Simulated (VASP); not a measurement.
CuP, 2 atoms in the cell. Symmetry: Fm-3m, No. 225, cubic system. The conventional cell has a = 4.773 Å, b = 4.773 Å, c = 4.773 Å, α = 90.00°, β = 90.00°, γ = 90.00°. Cu (site symmetry m-3m) has 6 P at 2.39 Å within 3.2 Å. Within 3.2 Å of P (site symmetry m-3m) lie 6 Cu at 2.39 Å. 

* Program: VASP 6.6.1
* Task: single point
* Functional: PBEsol
* Potentials or basis: VASP PAW PBE potentials, release 64 (Cu, P)
* Cutoff: 520 eV
* k mesh: 12 × 12 × 12
* Occupations: gaussian, width 0.05 eV
* Spin: no spin polarisation
* Dipole correction: no
* Further INCAR settings: ALGO = Normal; EDIFF = 1e-06; NBANDS = 15

Potentials or basis: VASP PAW PBE potentials, release 64 (Cu, P).

Launch:

```bash
$ cat potpaw_PBE.64/Cu/POTCAR potpaw_PBE.64/P/POTCAR > POTCAR
$ mpirun -np 1 vasp_std > vasp.out
```

Hardware: 1 thread of Intel Xeon 6975P-C, on a shared host.

Question: How long does it take, and how much memory?

Answer: Wall time 34 s on 1 thread of Intel Xeon 6975P-C, with other jobs on the host, peak memory 0.17 GiB. Counts: scf iterations 15, k points 72.
